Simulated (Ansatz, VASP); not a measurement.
Given: the input of a run of Ansatz 0.2.0 on ZnRe2.

Contents of input.yaml:

```yaml
crystal:
  lattice:
    - [0.0, 2.89556, 2.89556]
    - [2.89556, 0.0, 2.89556]
    - [2.89556, 2.89556, 0.0]
  atoms:
    - { symbol: Zn, position: [0.0, 0.0, 0.0] }
    - { symbol: Re, position: [0.75, 0.75, 0.75] }
    - { symbol: Re, position: [0.25, 0.25, 0.25] }
hamiltonian:
  xc: r2scan
  pseudopotentials: { kind: paw }
kpoints:
  mp_grid: { grid: [8, 8, 8] }
  band_path:
    path:
      - [[0.0, 0.0, 0.0], [0.5, 0.0, 0.5], [0.5, 0.25, 0.75], [0.375, 0.375, 0.75], [0.0, 0.0, 0.0], [0.5, 0.5, 0.5], [0.625, 0.25, 0.625], [0.5, 0.25, 0.75], [0.5, 0.5, 0.5], [0.375, 0.375, 0.75]]
      - [[0.625, 0.25, 0.625], [0.5, 0.0, 0.5]]
    npoints: 14
scf:
  occupations: { method: fermi_dirac, width: 0.05 }
  n_extra_bands: 7
output:
  forces: true
  stress: true
  eigenvalues: true
  fatbands: true
```

Potentials or basis: Ansatz PAW.

Launch:

```bash
$ ansatz run input.yaml --threads 2 --pin off --max-ram 5632MiB --backend cpu --events-out ev --progress --plain --runs-dir out
```

Task: Translate it to VASP 6.6.1. Potentials there: VASP PAW PBE potentials, release 64 (Zn, Re).

Result: As run (the cutoff follows the program's own potentials):

INCAR

```
PREC     = Accurate       # precision mode
ENCUT    = 520            # plane-wave cutoff, eV
EDIFF    = 1E-6           # SCF threshold, eV
ISMEAR   = -1             # smearing method
SIGMA    = 0.05           # smearing width, eV
LREAL    = F              # projectors in reciprocal space
LASPH    = T              # aspherical terms in the spheres
NELM     = 100            # most SCF steps
ALGO     = Normal         # electronic algorithm
ISIF     = 2              # what is computed and relaxed
LWAVE    = F              # write WAVECAR
LCHARG   = F              # write CHGCAR
LMAXMIX  = 4              # l up to which the mixer works
METAGGA  = R2SCAN         # meta-GGA
LMIXTAU  = T            
NBANDS   = 20             # bands
```

Contents of KPOINTS:

```
Automatic mesh
0
Gamma
  8 8 8
```

POSCAR

```
ZnRe2
1.0
    0.0000000000      2.8955600000      2.8955600000
    2.8955600000      0.0000000000      2.8955600000
    2.8955600000      2.8955600000      0.0000000000
Zn Re
1 2
Direct
    0.0000000000      0.0000000000      0.0000000000
    0.7500000000      0.7500000000      0.7500000000
    0.2500000000      0.2500000000      0.2500000000
```

KPOINTS_OPT

```
path GXWKGLUWLK,UX
20
line-mode
reciprocal
 0.0000000000  0.0000000000  0.0000000000  G
 0.5000000000  0.0000000000  0.5000000000  X

 0.5000000000  0.0000000000  0.5000000000  X
 0.5000000000  0.2500000000  0.7500000000  W

 0.5000000000  0.2500000000  0.7500000000  W
 0.3750000000  0.3750000000  0.7500000000  K

 0.3750000000  0.3750000000  0.7500000000  K
 0.0000000000  0.0000000000  0.0000000000  G

 0.0000000000  0.0000000000  0.0000000000  G
 0.5000000000  0.5000000000  0.5000000000  L

 0.5000000000  0.5000000000  0.5000000000  L
 0.6250000000  0.2500000000  0.6250000000  U

 0.6250000000  0.2500000000  0.6250000000  U
 0.5000000000  0.2500000000  0.7500000000  W

 0.5000000000  0.2500000000  0.7500000000  W
 0.5000000000  0.5000000000  0.5000000000  L

 0.5000000000  0.5000000000  0.5000000000  L
 0.3750000000  0.3750000000  0.7500000000  K

 0.6250000000  0.2500000000  0.6250000000  U
 0.5000000000  0.0000000000  0.5000000000  X
```

Potentials or basis: VASP PAW PBE potentials, release 64 (Zn, Re).

Launch:

```console
$ cat potpaw_PBE.64/Zn/POTCAR potpaw_PBE.64/Re/POTCAR > POTCAR
$ mpirun -np 1 vasp_std > vasp.out
```

Both were run:

|  | VASP | Ansatz | Ansatz less VASP |
| --- | --- | --- | --- |
| gap on the k mesh at the Fermi level (eV) | none | none | - |
| pressure (GPa) | -4.6 | -5.1 | -0.49 |

VASP's potentials were made for PBE, not for r2SCAN. A gap of «none» marks a metal or a gap that the smearing closes. VASP's potentials hold 26 valence electrons a cell and Ansatz's 42, so a difference there can come from the potentials and not from the codes.

Neither program's run includes spin-orbit coupling.
